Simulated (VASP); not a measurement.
The system is Sn3Te.

```
Sn Te
1.0
    -2.30090    2.30090    5.51649
     2.30090   -2.30090    5.51649
     2.30090    2.30090   -5.51649
Sn Te
3 1
Cartesian
  0.0000 2.3009 2.7582
  2.3009 0.0000 2.7582
  0.0000 0.0000 5.5165
  0.0000 0.0000 0.0000
```

Program: VASP 6.6.1. Alike in all runs: task single point; level PBE; potentials or basis VASP PAW PBE potentials, release 64 (Sn_d, Te); no spin polarisation; cell as given; cutoff (eV) 520; smearing fermi-dirac 0.1 eV. Hardware: 1 thread of Intel(R) Xeon(R) Platinum 8488C (Sapphire Rapids), on a shared host.

Problem. Order these runs on this cell by their wall time, lowest first.
A. k mesh 4 × 4 × 4
B. k mesh 7 × 7 × 7
C. k mesh 2 × 2 × 2

Solution. C (24 s), A (55 s), B (120 s).

Caveats: some runs use coarse meshes.
